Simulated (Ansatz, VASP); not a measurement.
# Ba2TaS4: VASP beside Ansatz

```
Ba Ta S
1.0
     5.18309    0.00000    0.00000
    -2.59155    4.48869    0.00000
     0.00000    0.00000   12.53866
Ba Ta S
2 1 4
Direct
  0.00000 0.00000 0.78196
  0.00000 0.00000 0.21804
  0.00000 0.00000 0.50000
  0.50000 0.00000 0.50000
  0.00000 0.50000 0.50000
  0.50000 0.50000 0.50000
  0.00000 0.00000 0.00000
```

Alike in both runs: functional PBE; k mesh 6 × 6 × 2; occupations gaussian, width 0.1 eV; no spin polarisation.

Ansatz relaxed the structure, and its values are those at the end. VASP's run is a single point on that final structure, the one shown.

|  | VASP | Ansatz |
| --- | --- | --- |
| version | VASP 6.6.1 | Ansatz 0.2.0 |
| potentials or method | VASP PAW PBE potentials, release 64 (Ba_sv, Ta_pv, S), cutoff 520 eV | scalar-relativistic, plane waves, PAW |
| valence electrons in the cell | 55 | 57 |

|  | VASP | Ansatz | Ansatz less VASP |
| --- | --- | --- | --- |
| gap on the k mesh at the Fermi level (eV) | none | none | - |
| pressure (GPa) | 0.1 | -0.1 | -0.27 |
| rms of the force components (eV/Å) | 0.068 | 0.010 | -0.0574 |

A gap of «none» marks a metal or a gap that the smearing closes. VASP's potentials hold 55 valence electrons a cell and Ansatz's 57, so a difference there can come from the potentials and not from the codes.

Neither program's run includes spin-orbit coupling.
